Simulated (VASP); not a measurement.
Set up this calculation in VASP 6.6.1, as the native input.

```yaml
Task: single point
Functional: PBE
Potentials_or_basis: VASP PAW PBE potentials, release 64 (Na_pv, Cl)
Cutoff: 500 eV
k_mesh: 8 × 8 × 8
Occupations: gaussian, width 0.05 eV
Spin: no spin polarisation
Dipole_correction: no
Further_INCAR_settings: ALGO = Normal; EDIFF = 1e-06; NBANDS = 14
```

The structure of NaCl lies in POSCAR:

```
NaCl
1.0
    3.1970152328      0.0000000000      0.0000000000
    0.0000000000      3.1970152328      0.0000000000
    0.0000000000      0.0000000000      3.1970152328
Na Cl
1 1
Direct
    0.0000000000      0.0000000000      0.0000000000
    0.5000000000      0.5000000000      0.5000000000
```

The input as run:

INCAR

```
SYSTEM = NaCl
PREC     = Accurate       ! precision mode
ENCUT    = 500            ! plane-wave cutoff, eV
EDIFF    = 1E-6           ! SCF threshold, eV
ISMEAR   = 0              ! smearing method
SIGMA    = 0.05           ! smearing width, eV
LREAL    = .False.        ! projectors in reciprocal space
LASPH    = .True.         ! aspherical terms in the spheres
NELM     = 120            ! most SCF steps
ALGO     = Normal         ! electronic algorithm
ISIF     = 2              ! what is computed and relaxed
LWAVE    = .False.        ! write WAVECAR
LCHARG   = .False.        ! write CHGCAR
GGA      = PE             ! functional
NBANDS   = 14             ! bands
GGA_COMPAT= .False.
```

KPOINTS

```
regular mesh
0
Gamma
  8 8 8
  0 0 0
```

Potentials or basis: VASP PAW PBE potentials, release 64 (Na_pv, Cl).

The run is started by

```sh
$ cat potpaw_PBE.64/Na_pv/POTCAR potpaw_PBE.64/Cl/POTCAR > POTCAR
$ mpirun -np 1 vasp_std > vasp.out
```

It gave:

| Item | Value |
| --- | --- |
| Pressure | 13.6 GPa |
| Band gap on the k mesh | 5.13 eV (least direct gap 5.33 eV) |

Caveat: the cell stands under pressure.

Wall time 8.5 s on 1 thread of Intel Xeon 8259CL, on a shared host, peak memory 0.13 GiB.
